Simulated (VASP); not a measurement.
BN:

```xyz
4
Lattice="2.5709 0.0000 0.0000 -1.2854 2.2264 0.0000 0.0000 0.0000 4.2548" Properties=species:S:1:pos:R:3 pbc="T T T"
N     0.0000    1.4843    0.5330
N     1.2854    0.7421    2.6605
B     0.0000    1.4843    2.1262
B     1.2854    0.7421    4.2537
```

This cell differs from its parent crystal: volume scaled by 1.02.

Base run:

| Quantity | Value |
| --- | --- |
| Program | VASP 6.6.1 |
| Functional | PBEsol |
| Potentials or basis | VASP PAW PBE potentials, release 64 (N, B) |
| Cutoff | 520 eV |
| k mesh | 12 × 12 × 6 |
| Occupations | fermi-dirac, width 0.05 eV |
| Spin | no spin polarisation |

Its results: band gap on the k mesh 5.00 eV, indirect (least direct gap 8.05 eV); pressure -12.4 GPa; largest force 0.025 eV/Å.

The run is repeated on the same cell with these changes: functional from PBEsol to PBE. What comes out?

Band gap on the k mesh 5.23 eV, indirect (least direct gap 8.14 eV); pressure -7.0 GPa; largest force 0.029 eV/Å.

PBE binds less tightly than PBEsol, so the same cell stands under more pressure.

Caveats: the PAW data sets were made with another functional, which shifts forces and pressure a little (some runs).

A k mesh can miss the band edges.
